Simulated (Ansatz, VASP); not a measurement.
# Two plane-wave programs on Sn

```
Sn
1.0
     3.07929    0.00000    0.00000
     0.00000    3.07929    0.00000
     0.00000    0.00000    3.07929
Sn
1
Direct
  0.00000 0.00000 0.00000
```

Alike in both runs: task single point; functional LDA; k mesh 12 × 12 × 12; occupations fermi-dirac, width 0.1 eV; no spin polarisation.

|  | VASP | Ansatz |
| --- | --- | --- |
| version | VASP 6.6.1 | Ansatz 0.2.0 |
| potentials or method | VASP PAW LDA potentials, release 64 (Sn_d), cutoff 520 eV | plane waves (420 eV) with PAW, scalar-relativistic |
| valence electrons in the cell | 14 | 14 |

```tsv
	VASP	Ansatz	Ansatz less VASP
pressure (GPa)	-3.4	-3.5	-0.02
```

Ansatz warns that its potentials were made for another functional, while VASP's fit it. LDA's correlation is that of Perdew and Zunger in VASP and of Perdew and Wang (1992) in Ansatz.
